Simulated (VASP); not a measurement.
# TePb (Fm-3m) in VASP: further runs, part 2 of 2

VASP 6.6.1. Earlier steps stand in the parts before.

**5. Single point, PBEsol, non-collinear spin, zero start, spin-orbit coupling**

INCAR

```
SYSTEM = TePb
PREC = Accurate
ENCUT = 520
EDIFF = 1E-6
ISMEAR = -1
SIGMA = 0.05
LREAL = .False.
LASPH = .True.
NELM = 150
ALGO = Normal
ISIF = 2
LWAVE = .False.
LCHARG = .True.
MAGMOM = 0 0 0 0 0 0
LORBIT = 11
LSORBIT = .True.
GGA_COMPAT = .False.
LORBMOM = .True.
GGA = PS
LVHAR = .True.
NBANDS = 32
```

KPOINTS

```
Automatic mesh
0
Gamma
  5 5 5
  0 0 0
```

POSCAR

```
TePb
1.0
    0.0000000000      3.2310000000      3.2310000000
    3.2310000000      0.0000000000      3.2310000000
    3.2310000000      3.2310000000      0.0000000000
Pb Te
1 1
Direct
    0.0000000000      0.0000000000      0.0000000000
    0.5000000000      0.5000000000      0.5000000000
```

Potentials or basis: VASP PAW PBE potentials, release 64 (Pb_d, Te).

Command:

```console
$ cat potpaw_PBE.64/Pb_d/POTCAR potpaw_PBE.64/Te/POTCAR > POTCAR
$ mpirun -np 1 vasp_ncl > vasp.out
```

OUTCAR:

```text
SYSTEM = TePb
   PREC = Accurate
   ENCUT = 520
   EDIFF = 1E-6
   ISMEAR = -1
   LREAL = .False.
   LASPH = .True.
   NELM = 150
   ISIF = 2
   LORBIT = 11
   LSORBIT = .True.
   GGA = PS

 ion  position               nearest neighbor table
   1  0.000  0.000  0.000-   2 3.23   2 3.23   2 3.23   2 3.23   2 3.23   2 3.23
   2  0.500  0.500  0.500-   1 3.23   1 3.23   1 3.23   1 3.23   1 3.23   1 3.23

  LATTYP: Found a face centered cubic cell.
 ALAT       =     6.4620000000

  Lattice vectors:

 A1 = (   0.0000000000,   3.2310000000,   3.2310000000)
 A2 = (   3.2310000000,   0.0000000000,   3.2310000000)
 A3 = (   3.2310000000,   3.2310000000,   0.0000000000)

Analysis of symmetry for initial positions (statically):
=====================================================================
 Subroutine PRICEL returns:
 Original cell was already a primitive cell.

 Routine SETGRP: Setting up the symmetry group for a
 face centered cubic supercell.

 Subroutine GETGRP returns: Found 48 space group operations
[... 9 lines left out ...]

 Routine SETGRP: Setting up the symmetry group for a
 face centered cubic supercell.

 Subroutine GETGRP returns: Found 48 space group operations
 (whereof 48 operations were pure point group operations)
 out of a pool of 48 trial point group operations.

The dynamic configuration has the point symmetry O_h .

Analysis of structural, dynamic, and magnetic symmetry:
=====================================================================
 Subroutine PRICEL returns:
 Original cell was already a primitive cell.

 Routine SETGRP: Setting up the symmetry group for a
 face centered cubic supercell.

 Subroutine GETGRP returns: Found 48 space group operations
 (whereof 48 operations were pure point group operations)
 out of a pool of 48 trial point group operations.

The overall configuration has the point symmetry O_h .

 Subroutine INISYM returns: Found 48 space group operations
[... 5 lines left out ...]
                                     Primitive cell

  volume of cell :      67.4592

  direct lattice vectors                    reciprocal lattice vectors
     0.000000000  3.231000000  3.231000000    -0.154750851  0.154750851  0.154750851
     3.231000000  0.000000000  3.231000000     0.154750851 -0.154750851  0.154750851
     3.231000000  3.231000000  0.000000000     0.154750851  0.154750851 -0.154750851

  length of vectors
     4.569324020  4.569324020  4.569324020     0.268036337  0.268036337  0.268036337

  position of ions in fractional coordinates (direct lattice)
     0.000000000  0.000000000  0.000000000
     0.500000000  0.500000000  0.500000000

  ion indices of the primitive-cell ions
   primitive index   ion index
                 1           1
                 2           2

----------------------------------------------------------------------------------------

 KPOINTS: Automatic mesh

Automatic generation of k-mesh.
 Grid dimensions read from file:
 generate k-points for:    5    5    5

 Generating k-lattice:

[... 455 lines left out ...]

  FORCE on cell =-STRESS in cart. coord.  units (eV):
  Direction    XX          YY          ZZ          XY          YZ          ZX
  --------------------------------------------------------------------------------------
  -------------------------------------------------------------------------------------
  Total       -0.2308026     -0.2308026     -0.2308026      0.0000000      0.0000000      0.0000000
  in kB       -5.4816385     -5.4816385     -5.4816385      0.0000000      0.0000000      0.0000000
  external PRESSURE =      -5.4816385 kB  Pullay stress =       0.0000000 kB

 VOLUME and BASIS-vectors are now :
 -----------------------------------------------------------------------------
  energy-cutoff  :      520.00
  volume of cell :       67.46
      direct lattice vectors                 reciprocal lattice vectors
     0.000000000  3.231000000  3.231000000    -0.154750851  0.154750851  0.154750851
     3.231000000  0.000000000  3.231000000     0.154750851 -0.154750851  0.154750851
     3.231000000  3.231000000  0.000000000     0.154750851  0.154750851 -0.154750851

 POSITION                                       TOTAL-FORCE (eV/Angst)
 -----------------------------------------------------------------------------------
      0.00000      0.00000      0.00000         0.000000      0.000000      0.000000
      3.23100      3.23100      3.23100         0.000000     -0.000000      0.000000
 -----------------------------------------------------------------------------------
    total drift:                               -0.000000      0.000000      0.000000

  FREE ENERGIE OF THE ION-ELECTRON SYSTEM (eV)
  ---------------------------------------------------
  free  energy   TOTEN  =        -8.7850726154 eV

  energy  without entropy=       -8.7842379952  energy(sigma->0) =       -8.78465531

 orbital moment (x)

 # of ion     p       d       tot
 ----------------------------------------
  1         0.000   0.000   0.000
  2         0.000   0.000   0.000
 ----------------------------------------
            0.000   0.000   0.000

 orbital moment (y)

 # of ion     p       d       tot
 ----------------------------------------
  1         0.000  -0.000  -0.000
  2         0.000   0.000   0.000
 ----------------------------------------
            0.000  -0.000  -0.000

 orbital moment (z)

 # of ion     p       d       tot
 ----------------------------------------
  1         0.000   0.000   0.000
  2         0.000   0.000   0.000
 ----------------------------------------
            0.000   0.000   0.000

 Spin-Orbit-Coupling matrix elements

 Ion:    1  E_soc:     -0.8947581
 l=   1
     0.0000000    -0.0815022    -0.0815022
    -0.0815022     0.0000000    -0.0815022
    -0.0815022    -0.0815022     0.0000000
 l=   2
     0.0000000    -0.0134977     0.0000000    -0.0134977    -0.0541265
    -0.0134977     0.0000000    -0.0405949    -0.0134977    -0.0135316
     0.0000000    -0.0405949     0.0000000    -0.0405949     0.0000000
    -0.0134977    -0.0134977    -0.0405949     0.0000000    -0.0135316
    -0.0541265    -0.0135316     0.0000000    -0.0135316     0.0000000
 l=   3
     0.0000000     0.0000000     0.0000000     0.0000000     0.0000000     0.0000000     0.0000000
     0.0000000     0.0000000     0.0000000     0.0000000     0.0000000     0.0000000     0.0000000
     0.0000000     0.0000000     0.0000000     0.0000000     0.0000000     0.0000000     0.0000000
     0.0000000     0.0000000     0.0000000     0.0000000     0.0000000     0.0000000     0.0000000
     0.0000000     0.0000000     0.0000000     0.0000000     0.0000000     0.0000000     0.0000000
     0.0000000     0.0000000     0.0000000     0.0000000     0.0000000     0.0000000     0.0000000
     0.0000000     0.0000000     0.0000000     0.0000000     0.0000000     0.0000000     0.0000000

 Ion:    2  E_soc:     -0.2060433
 l=   1
     0.0000000    -0.0343689    -0.0343689
    -0.0343689     0.0000000    -0.0343689
    -0.0343689    -0.0343689     0.0000000
 l=   2
     0.0000000    -0.0000114     0.0000000    -0.0000114     0.0000398
    -0.0000114     0.0000000     0.0000298    -0.0000114     0.0000099
     0.0000000     0.0000298     0.0000000     0.0000298     0.0000000
    -0.0000114    -0.0000114     0.0000298     0.0000000     0.0000099
     0.0000398     0.0000099     0.0000000     0.0000099     0.0000000
 l=   3
     0.0000000     0.0000000     0.0000000     0.0000000     0.0000000     0.0000000     0.0000000
     0.0000000     0.0000000     0.0000000     0.0000000     0.0000000     0.0000000     0.0000000
     0.0000000     0.0000000     0.0000000     0.0000000     0.0000000     0.0000000     0.0000000
     0.0000000     0.0000000     0.0000000     0.0000000     0.0000000     0.0000000     0.0000000
     0.0000000     0.0000000     0.0000000     0.0000000     0.0000000     0.0000000     0.0000000
     0.0000000     0.0000000     0.0000000     0.0000000     0.0000000     0.0000000     0.0000000
     0.0000000     0.0000000     0.0000000     0.0000000     0.0000000     0.0000000     0.0000000

 total charge

# of ion       s       p       d       tot
------------------------------------------
    1        1.437   0.609   9.831  11.877
    2        1.382   1.971   0.019   3.372
--------------------------------------------------
tot          2.819   2.580   9.850  15.250

 magnetization (x)

# of ion       s       p       d       tot
------------------------------------------
    1        0.000   0.000   0.000   0.000
    2        0.000   0.000   0.000   0.000
--------------------------------------------------
tot          0.000   0.000   0.000   0.000

 magnetization (y)

# of ion       s       p       d       tot
------------------------------------------
    1        0.000  -0.000  -0.000   0.000
    2       -0.000  -0.000  -0.000  -0.000
--------------------------------------------------
tot         -0.000  -0.000  -0.000  -0.000

 magnetization (z)

# of ion       s       p       d       tot
------------------------------------------
    1        0.000  -0.000  -0.000  -0.000
    2        0.000   0.000   0.000   0.000
--------------------------------------------------
tot          0.000   0.000  -0.000   0.000
```

Wall time 52 s (1 thread of Intel Xeon Platinum 8375C at 2.90GHz (Ice Lake), shared host); peak memory 0.39 GiB.

What came out:

| Item | Value |
| --- | --- |
| Free energy | -8.7851 eV |
| Pressure | -0.5 GPa |
| Net moment | 0.00 μB per cell |
| Valence electrons inside the program's atomic spheres | Pb 11.88; Te 3.37 |

Moments on the atoms (μB; x, y, z):
```
Pb  0.00 0.00 0.00
Te  0.00 0.00 0.00
```

Caveat: the PAW data sets were made with another functional, which shifts forces and pressure a little.

**6. Overview**

```csv
task,level,spin,cell,k mesh,cutoff (eV),smearing,pressure (GPa)
single point,PBE,off,"a = 4.569 Å, angles 60.0°, 2 atoms",7 × 7 × 7,520,gaussian 0.02 eV,2.1
single point,revPBE,off,"a = 4.688 Å, angles 60.0°, 2 atoms",7 × 7 × 7,520,fermi-dirac 0.05 eV,-0.1
relaxation of cell and atoms,revPBE,off,"relaxed from a = 4.569 Å, angles 60.0°, 2 atoms",7 × 7 × 7,600,fermi-dirac 0.05 eV,0.0
single point,PBEsol,"non-collinear, zero start, SOC","a = 4.569 Å, angles 60.0°, 2 atoms",5 × 5 × 5,520,fermi-dirac 0.05 eV,-0.5
```

Alike in all rows: potentials or basis VASP PAW PBE potentials, release 64 (Pb_d, Te).

Caveats: the PAW data sets were made with another functional, which shifts forces and pressure a little (some runs).

Total energies depend on the potentials used, so only differences within one code and one set of settings carry meaning.
